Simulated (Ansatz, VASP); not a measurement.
## ZnH2 in VASP and in Ansatz

```
CELL_PARAMETERS angstrom
3.07469 0.00000 0.00000
-1.53734 2.66276 0.00000
0.00000 0.00000 2.93676
ATOMIC_POSITIONS crystal
Zn 0.00000 0.00000 0.50000
H 0.33333 0.66667 0.00000
H 0.66667 0.33333 0.50000
```

Change from the starting cell: ordered vacancies on the cation sites of nickel arsenide (P-6m2, No. 187).

Alike in both runs: functional PBE; k mesh 18 × 18 × 16; occupations gaussian, width 0.1 eV; no spin polarisation.

Ansatz relaxed the structure, and its values are those at the end. VASP's run is a single point on that final structure, the one shown.

|  | VASP | Ansatz |
| --- | --- | --- |
| version | VASP 6.6.1 | Ansatz 0.2.0 |
| potentials or method | VASP PAW PBE potentials, release 64 (Zn, H), cutoff 520 eV | scalar-relativistic, plane waves, PAW |
| valence electrons in the cell | 14 | 14 |

|  | VASP | Ansatz | Ansatz less VASP |
| --- | --- | --- | --- |
| gap on the k mesh at the Fermi level (eV) | none | none | - |
| pressure (GPa) | 0.1 | 0.0 | -0.14 |

A gap of «none» marks a metal or a gap that the smearing closes.
